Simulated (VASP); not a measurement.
A run of VASP 6.6.1 is set up as follows.

The input INCAR:

```
PREC = Accurate
ENCUT = 520
EDIFF = 1E-6
ISMEAR = -1
SIGMA = 0.05
LREAL = F
LASPH = T
NELM = 150
ALGO = Normal
ISIF = 2
LWAVE = F
LCHARG = F
ISPIN = 2
MAGMOM = 2.5 2.5 2.5 2.5 0 0 0 0
LORBIT = 11
NUPDOWN = 10.0
LMAXMIX = 4
GGA = PS
NBANDS = 40
```

Contents of KPOINTS:

```
regular mesh
0
Gamma
  5 5 5
```

File POSCAR:

```
CoSi
1.0
    4.4380000000      0.0000000000      0.0000000000
    0.0000000000      4.4380000000      0.0000000000
    0.0000000000      0.0000000000      4.4380000000
Co Si
4 4
Direct
    0.8600000000      0.6400000000      0.3600000000
    0.6400000000      0.3600000000      0.8600000000
    0.3600000000      0.8600000000      0.6400000000
    0.1400000000      0.1400000000      0.1400000000
    0.1570000000      0.3430000000      0.6570000000
    0.3430000000      0.6570000000      0.1570000000
    0.6570000000      0.1570000000      0.3430000000
    0.8430000000      0.8430000000      0.8430000000
```

Potentials or basis: VASP PAW PBE potentials, release 64 (Co, Si).

The run is started by

```console
$ cat potpaw_PBE.64/Co/POTCAR potpaw_PBE.64/Si/POTCAR > POTCAR
$ mpirun -np 1 vasp_std > vasp.out
```

Estimate the largest force.

0.674 eV/Å.

Predict the pressure.

27.6 GPa.

Forces in eV/Å, atoms in the order of the input:
```
Co  -0.189  0.189 -0.189
Co   0.189 -0.189 -0.189
Co  -0.189 -0.189  0.189
Co   0.189  0.189  0.189
Si  -0.389  0.389 -0.389
Si   0.389 -0.389 -0.389
Si  -0.389 -0.389  0.389
Si   0.389  0.389  0.389
```

Caveat: the PAW data sets were made with another functional, which shifts forces and pressure a little; the total moment is fixed, so each spin has its own Fermi level.
